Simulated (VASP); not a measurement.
# PbO2 (fluorite type) (Fm-3m) in VASP: further runs

The runs below take PbO2 (fluorite type) through single point, with r2SCAN.

Program: VASP 6.6.1. These are calculated values, not measurements. Logs are shortened: lines on timing, memory, paths and dates and some standing lists are left out, and cuts for length are marked.

## 1. The cell of the first run

Symmetry: Fm-3m, No. 225, cubic system. Conventional cell: a = 5.429 Å, b = 5.429 Å, c = 5.429 Å, α = 90.00°, β = 90.00°, γ = 90.00°. Pb (site symmetry m-3m) has 8 O at 2.35 Å within 3.1 Å. O (site symmetry -43m) has 4 Pb at 2.35 Å and 6 O at 2.71 Å within 3.1 Å.

## 2. Single point, r2SCAN

POSCAR

```
PbO2
1.0
    0.0000000000      2.7144420670      2.7144420670
    2.7144420670      0.0000000000      2.7144420670
    2.7144420670      2.7144420670      0.0000000000
Pb O
1 2
Direct
    0.0000000000      0.0000000000      0.0000000000
    0.2500000000      0.2500000000      0.2500000000
    0.7500000000      0.7500000000      0.7500000000
```

INCAR.step1

```
  PREC = Accurate
  ENCUT = 520
  ISMEAR = -1
  SIGMA = 0.1
  LREAL = F
  LASPH = T
  NELM = 80
  NBANDS = 20
  GGA = PE
  ALGO = Normal
  EDIFF = 1E-4
  LWAVE = T
  LCHARG = F
```

INCAR.step2

```
  PREC = Accurate
  ENCUT = 520
  EDIFF = 1E-6
  ISMEAR = -1
  SIGMA = 0.1
  LREAL = F
  LASPH = T
  NELM = 80
  ALGO = Normal
  ISIF = 2
  LWAVE = F
  LCHARG = T
  METAGGA = R2SCAN
  LMIXTAU = T
  LELF = T
  LVHAR = T
  NBANDS = 20
  ISTART = 1
```

KPOINTS

```
Automatic mesh
0
Gamma
  11 11 11
```

Potentials or basis: VASP PAW PBE potentials, release 64 (Pb_d, O).

Run with:

```
$ cat potpaw_PBE.64/Pb_d/POTCAR potpaw_PBE.64/O/POTCAR > POTCAR
$ cp INCAR.step1 INCAR
$ mpirun -np 1 vasp_std > vasp.out
$ cp INCAR.step2 INCAR
$ mpirun -np 1 vasp_std > vasp.out
```

OUTCAR:

```text
PREC = Accurate
   ENCUT = 520
   EDIFF = 1E-6
   ISMEAR = -1
   LREAL = F
   LASPH = T
   NELM = 80
   ISIF = 2
   METAGGA = R2SCAN
   ISTART = 1

 ion  position               nearest neighbor table
   1  0.000  0.000  0.000-   3 2.35   3 2.35   2 2.35   2 2.35   3 2.35   2 2.35   3 2.35   2 2.35

   2  0.250  0.250  0.250-   1 2.35   1 2.35   1 2.35   1 2.35
   3  0.750  0.750  0.750-   1 2.35   1 2.35   1 2.35   1 2.35

  LATTYP: Found a face centered cubic cell.
 ALAT       =     5.4288841340

  Lattice vectors:

 A1 = (   0.0000000000,   2.7144420670,   2.7144420670)
 A2 = (   2.7144420670,   0.0000000000,   2.7144420670)
 A3 = (   2.7144420670,   2.7144420670,   0.0000000000)

Analysis of symmetry for initial positions (statically):
=====================================================================
 Subroutine PRICEL returns:
 Original cell was already a primitive cell.

 Routine SETGRP: Setting up the symmetry group for a
 face centered cubic supercell.

 Subroutine GETGRP returns: Found 48 space group operations
 (whereof 48 operations were pure point group operations)
 out of a pool of 48 trial point group operations.

The static configuration has the point symmetry O_h .

Analysis of symmetry for dynamics (positions and initial velocities):
=====================================================================
 Subroutine PRICEL returns:
 Original cell was already a primitive cell.

 Routine SETGRP: Setting up the symmetry group for a
 face centered cubic supercell.

 Subroutine GETGRP returns: Found 48 space group operations
 (whereof 48 operations were pure point group operations)
 out of a pool of 48 trial point group operations.

The dynamic configuration has the point symmetry O_h .

 Subroutine INISYM returns: Found 48 space group operations
 (whereof 48 operations are pure point group operations),
 and found     1 'primitive' translations

----------------------------------------------------------------------------------------

                                     Primitive cell

  volume of cell :      40.0011

  direct lattice vectors                    reciprocal lattice vectors
     0.000000000  2.714442067  2.714442067    -0.184199916  0.184199916  0.184199916
     2.714442067  0.000000000  2.714442067     0.184199916 -0.184199916  0.184199916
     2.714442067  2.714442067  0.000000000     0.184199916  0.184199916 -0.184199916

  length of vectors
     3.838800785  3.838800785  3.838800785     0.319043613  0.319043613  0.319043613

  position of ions in fractional coordinates (direct lattice)
     0.000000000  0.000000000  0.000000000
     0.250000000  0.250000000  0.250000000
     0.750000000  0.750000000  0.750000000

  ion indices of the primitive-cell ions
   primitive index   ion index
                 1           1
                 2           2
                 3           3

----------------------------------------------------------------------------------------

 KPOINTS: Automatic mesh

Automatic generation of k-mesh.
 Grid dimensions read from file:
 generate k-points for:   11   11   11

 Generating k-lattice:

  Cartesian coordinates                     Fractional coordinates (reciprocal lattice)
    -0.016745447  0.016745447  0.016745447     0.090909091  0.000000000  0.000000000
     0.016745447 -0.016745447  0.016745447     0.000000000  0.090909091  0.000000000
     0.016745447  0.016745447 -0.016745447     0.000000000  0.000000000  0.090909091

  Length of vectors
     0.029003965  0.029003965  0.029003965

  Shift w.r.t. Gamma in fractional coordinates (k-lattice)
     0.000000000  0.000000000  0.000000000

 Subroutine IBZKPT returns following result:
 ===========================================

 Found     56 irreducible k-points:

 Following reciprocal coordinates:
            Coordinates               Weight
  0.000000  0.000000  0.000000      1.000000
  0.090909  0.000000  0.000000      8.000000
  0.181818  0.000000  0.000000      8.000000
  0.272727  0.000000  0.000000      8.000000
  0.363636  0.000000  0.000000      8.000000
  0.454545  0.000000  0.000000      8.000000
[... 16 lines left out ...]
 -0.272727  0.181818  0.000000     24.000000
 -0.181818  0.181818  0.000000     12.000000
 [... further k-points ...]
   k-points           NKPTS =     56   k-points in BZ     NKDIM =     56   number of bands    NBANDS=     20
   number of dos      NEDOS =    301   number of ions     NIONS =      3
   total plane-waves  NPLWV =  27000
   dimension x,y,z NGX =    30 NGY =   30 NGZ =   30
   dimension x,y,z NGXF=    60 NGYF=   60 NGZF=   60
   ions per type =               1   2
   NGX,Y,Z   is equivalent  to a cutoff of  12.99, 12.99, 12.99 a.u.
   NGXF,Y,Z  is equivalent  to a cutoff of  25.98, 25.98, 25.98 a.u.
 SYSTEM =  unknown system
   PREC   = accura    normal or accurate (medium, high low for compatibility)
   ISTART =      1    job   : 0-new  1-cont  2-samecut
   ICHARG =      0    charge: 1-file 2-atom 10-const
   ISPIN  =      1    spin polarized calculation?
   LNONCOLLINEAR =      F non collinear calculations
   LSORBIT =      F    spin-orbit coupling
   LASPH  =      T    aspherical Exc in radial PAW
   ENCUT  =  520.0 eV  38.22 Ry    6.18 a.u.   7.14  7.14  7.14*2*pi/ulx,y,z
   NELM   =     80;   NELMIN=  2; NELMDL=  0     # of ELM steps
   EDIFF  = 0.1E-05   stopping-criterion for ELM
   LREAL  =      F    real-space projection
   EDIFFG = 0.1E-04   stopping-criterion for IOM
   NSW    =      0    number of steps for IOM
   IBRION =     -1    ionic relax: 0-MD 1-quasi-New 2-CG
   NFREE  =      0    steps in history (QN), initial steepest desc. (CG)
   ISIF   =      2    stress and relaxation
   ISYM   =      2    0-nonsym 1-usesym 2-fastsym
   POTIM  = 0.5000    time-step for ionic-motion
   TEBEG  =    0.0;   TEEND  =   0.0 temperature during run
   PSTRESS=    0.0 pullay stress
   NELECT =      26.0000    total number of electrons
   NUPDOWN=      -1.0000    fix difference up-down
   EMIN   =  10.00;   EMAX   =-10.00  energy-range for DOS
   EFERMI =   0.00;   METHOD = LEGACY
   ISMEAR =    -1;   SIGMA  =   0.10  broadening in eV -4-tet -1-fermi 0-gaus
   EFERMI_NEDOS =   21; number of points for ismear=-14 and -15
   IALGO  =     38    algorithm
   IMIX   =      4    mixing-type and parameters
     AMIX     =   0.40;   BMIX     =  1.00
     AMIX_MAG =   1.60;   BMIX_MAG =  1.00
  volume/ion in A,a.u.               =      13.33        89.98
  Fermi-wavevector in a.u.,A,eV,Ry     =   1.418106  2.679832 27.361652  2.011025
  Thomas-Fermi vector in A             =   2.539266
   LORBIT       =      0    0 simple, 1 ext, 2 COOP (PROOUT), +10 PAW based schemes
   METAGGA = R2SCAN    functional components
   LHFCALC =     F    Hartree Fock is set to
   AEXX    =    0.0000 exact exchange contribution
   IVDW    =     0    specifies the selected vdW correction
   LEPSILON=     F    determine dielectric tensor
   LRPA    =     F    only Hartree local field effects (RPA)
 non-spin polarized calculation
  energy-cutoff  :      520.00
  volume of cell :       40.00
 maximum number of plane-waves:      1086
 NGX is ok and might be reduce to    30
   NGX = 15   NGY = 15   NGZ = 15

 number of electron      25.9999995 magnetization

 Free energy of the ion-electron system (eV)
  ---------------------------------------------------
  ext. energy  EPLUGINS =         0.00000000
  ---------------------------------------------------
  free energy    TOTEN  =       -70.73842414 eV

  energy without entropy =      -70.72430890  energy(sigma->0) =      -70.73136652

 E-fermi :   5.2605     XC(G=0): -11.8226

 val. band max:        5.0707311279   @ k =  -0.2727   0.4545   0.1818
 cond. band min:       5.3577422384   @ k =  -0.0909   0.0909   0.0000
 fundamental gap:      0.2870111105
 Fermi energy:         5.2605459335

 k-point     1 :       0.0000    0.0000    0.0000
  band No.  band energies     occupation
      1     -14.2447      2.00000
      2     -11.5909      2.00000
      3     -11.0550      2.00000
      4     -11.0550      2.00000
      5     -11.0550      2.00000
      6     -10.8223      2.00000
[... 12 lines left out ...]
     19      21.5202      0.00000
     20      21.5202      0.00000

 k-point     2 :       0.0909    0.0000    0.0000
  band No.  band energies     occupation
      1     -14.1812      2.00000
      2     -11.8983      2.00000
      3     -11.0454      2.00000
      4     -11.0454      2.00000
      5     -10.8230      2.00000
      6     -10.8230      2.00000
[... 12 lines left out ...]
     19      21.4372      0.00000
     20      21.4372      0.00000

 k-point     3 :       0.1818    0.0000    0.0000
  band No.  band energies     occupation
      1     -14.0084      2.00000
      2     -12.3094      2.00000
      3     -11.0222      2.00000
      4     -11.0222      2.00000
      5     -10.8222      2.00000
      6     -10.8222      2.00000
[... 12 lines left out ...]
     19      21.2596      0.00000
     20      21.2596      0.00000

 k-point     4 :       0.2727    0.0000    0.0000
  band No.  band energies     occupation
      1     -13.7899      2.00000
      2     -12.6089      2.00000
      3     -10.9993      2.00000
      4     -10.9993      2.00000
      5     -10.8131      2.00000
      6     -10.8131      2.00000
[... 12 lines left out ...]
     19      21.0875      0.00000
     20      21.0875      0.00000

 k-point     5 :       0.3636    0.0000    0.0000
  band No.  band energies     occupation
      1     -13.6393      2.00000
      2     -12.7191      2.00000
      3     -10.9873      2.00000
      4     -10.9873      2.00000
      5     -10.7950      2.00000
      6     -10.7950      2.00000
[... 12 lines left out ...]
     19      20.9517      0.00000
     20      20.9517      0.00000

 k-point     6 :       0.4545    0.0000    0.0000
  band No.  band energies     occupation
      1     -13.6032      2.00000
      2     -12.6873      2.00000
      3     -10.9842      2.00000
      4     -10.9842      2.00000
      5     -10.7799      2.00000
      6     -10.7799      2.00000
[... 12 lines left out ...]
     19      20.8619      0.00000
     20      20.8619      0.00000

 k-point     7 :       0.0909    0.0909    0.0000
  band No.  band energies     occupation
      1     -14.1593      2.00000
      2     -11.9741      2.00000
      3     -11.0373      2.00000
      4     -11.0373      2.00000
      5     -10.8296      2.00000
      6     -10.8176      2.00000
[... 12 lines left out ...]
     19      21.2474      0.00000
     20      21.5683      0.00000
[... 277 lines left out ...]
 k-point    20 :       0.4545    0.1818    0.0000
  band No.  band energies     occupation
      1     -13.4622      2.00000
      2     -12.9595      2.00000
      3     -10.9331      2.00000
      4     -10.8890      2.00000
      5     -10.7758      2.00000
      6     -10.6803      2.00000
[... 12 lines left out ...]
     19      21.5464      0.00000
     20      23.3586      0.00000

 k-point    21 :      -0.4545    0.1818    0.0000
  band No.  band energies     occupation
      1     -13.4687      2.00000
      2     -12.9246      2.00000
      3     -10.9329      2.00000
      4     -10.8781      2.00000
      5     -10.7838      2.00000
      6     -10.5484      2.00000
[... 12 lines left out ...]
     19      21.1813      0.00000
     20      23.5117      0.00000

 k-point    22 :      -0.3636    0.1818    0.0000
  band No.  band energies     occupation
      1     -13.4679      2.00000
      2     -12.9439      2.00000
      3     -10.9365      2.00000
      4     -10.8701      2.00000
      5     -10.8078      2.00000
      6     -10.5436      2.00000
[... 12 lines left out ...]
     19      20.8562      0.00000
     20      23.6405      0.00000

 k-point    23 :      -0.2727    0.1818    0.0000
  band No.  band energies     occupation
      1     -13.5222      2.00000
      2     -12.9292      2.00000
      3     -10.9499      2.00000
      4     -10.8725      2.00000
      5     -10.8325      2.00000
      6     -10.6595      2.00000
[... 12 lines left out ...]
     19      20.7317      0.00000
     20      23.4152      0.00000

 k-point    24 :      -0.1818    0.1818    0.0000
  band No.  band energies     occupation
      1     -13.6951      2.00000
      2     -12.7621      2.00000
      3     -10.9785      2.00000
      4     -10.9054      2.00000
      5     -10.8400      2.00000
      6     -10.7661      2.00000
[... 12 lines left out ...]
     19      20.7855      0.00000
     20      22.5353      0.00000

 [... further k-points ...]
[... 5 lines left out ...]
  --------------------------------------------------------------------------------------
  -------------------------------------------------------------------------------------
  Total       -1.8919958     -1.8919958     -1.8919958      0.0000000      0.0000000      0.0000000
  in kB      -75.7807713    -75.7807713    -75.7807713      0.0000000      0.0000000      0.0000000
  external PRESSURE =     -75.7807713 kB  Pullay stress =       0.0000000 kB

 VOLUME and BASIS-vectors are now :
 -----------------------------------------------------------------------------
  energy-cutoff  :      520.00
  volume of cell :       40.00
      direct lattice vectors                 reciprocal lattice vectors
     0.000000000  2.714442067  2.714442067    -0.184199916  0.184199916  0.184199916
     2.714442067  0.000000000  2.714442067     0.184199916 -0.184199916  0.184199916
     2.714442067  2.714442067  0.000000000     0.184199916  0.184199916 -0.184199916

 POSITION                                       TOTAL-FORCE (eV/Angst)
 -----------------------------------------------------------------------------------
      0.00000      0.00000      0.00000        -0.000000      0.000000     -0.000000
      1.35722      1.35722      1.35722         0.000000     -0.000000     -0.000000
      4.07166      4.07166      4.07166        -0.000000      0.000000      0.000000
 -----------------------------------------------------------------------------------
    total drift:                                0.000000     -0.000000      0.000000

  FREE ENERGIE OF THE ION-ELECTRON SYSTEM (eV)
  ---------------------------------------------------
  free  energy   TOTEN  =       -70.7384241439 eV

  energy  without entropy=      -70.7243089015  energy(sigma->0) =      -70.73136652
```

It took 2.4 min on 1 thread of Intel Xeon Platinum 8488C (Sapphire Rapids), shared host; peak memory 0.19 GiB.

Results:

```yaml
Free_energy: -70.7384 eV
Pressure: -7.6 GPa
Band_gap_on_the_k_mesh: zero (bands 13 and 14 overlap by 1.16 eV)
```

Caveat: the cell stands under tension; the PAW data sets were made with another functional, which shifts forces and pressure a little; spin-orbit coupling is left out, which moves the levels of the heavy elements.

[end of part 1 of 2]
